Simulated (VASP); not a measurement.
# NaF: single point with r2SCAN

The system is NaF.

```
Na F
1.0
     0.00000    2.29717    2.29717
     2.26662    0.00000    2.29717
     2.26662    2.29717    0.00000
Na F
1 1
Direct
  0.00000 0.00000 0.00000
  0.50000 0.50000 0.50000
```

This cell differs from its parent crystal: uniaxial x strain -1.3%.

- Program: VASP 6.6.1
- Task: single point
- Functional: r2SCAN
- Potentials or basis: VASP PAW PBE potentials, release 64 (Na_pv, F)
- Cutoff: 520 eV
- k mesh: 10 × 10 × 10
- Occupations: gaussian, width 0.01 eV
- Spin: no spin polarisation
- Dipole correction: no
- Further INCAR settings: ALGO = Normal; EDIFF = 1e-07; NBANDS = 14

```yaml
Pressure: -0.1 GPa
Band_gap_on_the_k_mesh: 7.40 eV, direct
```

Stress tensor (GPa, compression positive):
```
 0.92  0.00  0.00
 0.00 -0.57  0.00
 0.00  0.00 -0.57
```

Levels at points of the mesh, in eV from the valence-band top:
| k point | band 5 | band 6 | band 7 | band 8 | band 9 | band 10 |
| --- | --- | --- | --- | --- | --- | --- |
| (0.00, 0.00, 0.00) | 0.00 | 0.00 | 0.00 | 7.40 | 20.04 | 20.04 |
| (0.50, 0.00, 0.00) | -1.64 | -0.29 | -0.28 | 11.88 | 13.76 | 21.72 |
| (0.50, 0.50, 0.00) | -1.33 | -0.42 | -0.41 | 14.10 | 14.34 | 15.24 |
| (0.00, 0.50, 0.50) | -1.31 | -0.44 | -0.44 | 13.96 | 14.53 | 15.28 |

It took 43 s on 1 thread of Intel(R) Xeon(R) 6975P-C (Granite Rapids) (shared host), peak memory 0.15 GiB.

Caveat: the cell differs from its parent crystal (uniaxial x strain -1.3%); the PAW data sets were made with another functional, which shifts forces and pressure a little. A k mesh can miss the band edges.
